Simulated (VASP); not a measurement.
Write the native input for VASP 6.6.1 that does the following.

```yaml
Task: single point
Functional: RPBE
Potentials_or_basis: VASP PAW PBE potentials, release 64 (Te, Mo_sv)
Cutoff: 520 eV
k_mesh: 3 × 6 × 2
Occupations: fermi-dirac, width 0.05 eV
Spin: no spin polarisation
Dipole_correction: no
Further_INCAR_settings: ALGO = Normal; EDIFF = 1e-07; NBANDS = 64
```

The structure of Te2Mo lies in POSCAR:

```
Te2Mo
1.0
    6.4181561107      0.0000000000      0.0219830085
    0.0000000000      3.4985273107      0.0000000000
   -0.5037694995      0.0000000000     18.6723237433
Te Mo
8 4
Direct
    0.0643520793      0.5000000000      0.4205088891
    0.9351958699      0.0000000000      0.5795362588
    0.5727406301      0.0000000000      0.3891593369
    0.4268068156      0.5000000000      0.6108858972
    0.0883956013      0.0000000000      0.1108391883
    0.9120562465      0.5000000000      0.8891152597
    0.5757019975      0.5000000000      0.0794914287
    0.4247501926      0.0000000000      0.9204630213
    0.3193110287      0.0000000000      0.5049393746
    0.6802364834      0.5000000000      0.4951059723
    0.1813680728      0.5000000000      0.0048915883
    0.8190839722      0.0000000000      0.9950627747
```

One way to write it, as run:

INCAR

```
PREC = Accurate
ENCUT = 520
EDIFF = 1E-7
ISMEAR = -1
SIGMA = 0.05
LREAL = F
LASPH = T
NELM = 60
ALGO = Normal
ISIF = 2
LWAVE = F
LCHARG = F
GGA = RP
NBANDS = 64
```

KPOINTS

```
regular mesh
0
Gamma
  3 6 2
```

Potentials or basis: VASP PAW PBE potentials, release 64 (Te, Mo_sv).

Command:

```bash
$ cat potpaw_PBE.64/Te/POTCAR potpaw_PBE.64/Mo_sv/POTCAR > POTCAR
$ mpirun -np 1 vasp_std > vasp.out
```

It gave:

```json
{"Pressure": "0.0 GPa", "Largest force": "0.008 eV/Å", "Band gap on the k mesh": "zero (bands 52 and 53 overlap by 0.22 eV)"}
```

Caveat: the PAW data sets were made with another functional, which shifts forces and pressure a little; spin-orbit coupling is left out, which moves the levels of the heavy elements; this functional lacks dispersion, which binds the layers, so the pressure and a relaxed spacing across them are unreliable.

Wall time 8.7 min on 1 thread of AMD EPYC 7R13 Processor (Zen 3), on a shared host, peak memory 0.61 GiB.
